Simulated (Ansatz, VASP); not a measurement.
Two plane-wave programs on ZrN

```
Zr N
1.0
    13.10000    0.00000    0.00000
     0.00000   11.10000    0.00000
     0.00000    0.00000   13.70000
Zr N
5 5
Direct
  0.49254 0.38224 0.50143
  0.48923 0.57054 0.33637
  0.49582 0.58098 0.65798
  0.32487 0.57685 0.50001
  0.66141 0.57461 0.49395
  0.33028 0.41427 0.49833
  0.65529 0.41258 0.50262
  0.49551 0.40850 0.34530
  0.49074 0.41850 0.65602
  0.49316 0.58650 0.49696
```

Alike in both runs: functional PBE; k mesh 1 × 1 × 1; occupations gaussian, width 0.05 eV; collinear spin.

Ansatz relaxed the structure, and its values are those at the end. VASP's run is a single point on that final structure, the one shown.

|  | VASP | Ansatz |
| --- | --- | --- |
| version | VASP 6.6.1 | Ansatz 0.2.0 |
| potentials or method | VASP PAW PBE potentials, release 64 (Zr_sv, N), cutoff 520 eV | scalar-relativistic, plane waves, PAW |
| valence electrons in the cell | 85 | 85 |

Ansatz gave:

```
gap on the k mesh at the Fermi level (eV)                     : 0.61
rms of the force components (eV/Å)                            : 0.010
net moment per atom (μB)                                      : 0.30
size of the moment on the site where the two differ most (μB) : 0.14
```

Task: Estimate VASP's values.

Result: gap on the k mesh at the Fermi level (eV): 0.61; rms of the force components (eV/Å): 0.077; net moment per atom (μB): 0.30; size of the moment on the site where the two differ most (μB): 0.41.

Site moments also hang on the region over which each program counts them. Ansatz's warnings: seeded moment not kept, xc potential rough in thin density.
